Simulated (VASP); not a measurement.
# Mg3Sb2: single point with r2SCAN

Mg3Sb2:

```xyz
5
Lattice="4.6524 0.0000 0.0000 -2.3262 4.0291 0.0000 0.0000 0.0000 7.4027" Properties=species:S:1:pos:R:3 pbc="T T T"
Mg    0.0000    2.6861    4.6937
Mg    2.3262    1.3430    2.7090
Mg    0.0000    0.0000    0.0000
Sb    0.0000    2.6861    1.7175
Sb    2.3262    1.3430    5.6852
```

```json
{
 "Program": "VASP 6.6.1",
 "Task": "single point",
 "Functional": "r2SCAN",
 "Potentials or basis": "VASP PAW PBE potentials, release 64 (Mg, Sb)",
 "Cutoff": "660 eV",
 "k mesh": "6 × 6 × 4",
 "Occupations": "gaussian, width 0.02 eV",
 "Spin": "no spin polarisation",
 "Dipole correction": "no",
 "Further INCAR settings": "ALGO = Normal; EDIFF = 1e-06; NBANDS = 16"
}
```

| Quantity | Value |
| --- | --- |
| Pressure | -2.4 GPa |
| Largest force | 0.010 eV/Å |
| Band gap on the k mesh | 0.63 eV (least direct gap 1.50 eV) |

Forces on the atoms (eV/Å):
```
Mg   0.000  0.000 -0.001
Mg   0.000  0.000  0.001
Mg   0.000  0.000  0.000
Sb   0.000  0.000 -0.010
Sb   0.000  0.000  0.010
```

Levels at points of the mesh, in eV from the valence-band top:
| k point | band 6 | band 7 | band 8 | band 9 | band 10 | band 11 |
| --- | --- | --- | --- | --- | --- | --- |
| (0.00, 0.00, 0.00) | -0.35 | -0.35 | 0.00 | 1.50 | 1.72 | 3.43 |
| (0.50, 0.00, 0.00) | -2.20 | -2.04 | -0.87 | 0.85 | 2.37 | 2.48 |
| (0.00, 0.00, 0.50) | -0.77 | -0.64 | -0.64 | 2.24 | 2.30 | 3.10 |
| (0.50, 0.00, 0.50) | -1.62 | -1.59 | -1.44 | 0.79 | 1.74 | 2.14 |

Run time: 3.3 min on 1 thread of AMD EPYC 9R45 96-Core Processor (Zen 5), on a shared host, peak memory 0.35 GiB.

Caveat: semilocal functionals underestimate gaps, and a narrow one can read as zero; the PAW data sets were made with another functional, which shifts forces and pressure a little; spin-orbit coupling is left out, which moves the levels of the heavy elements. A k mesh can miss the band edges.
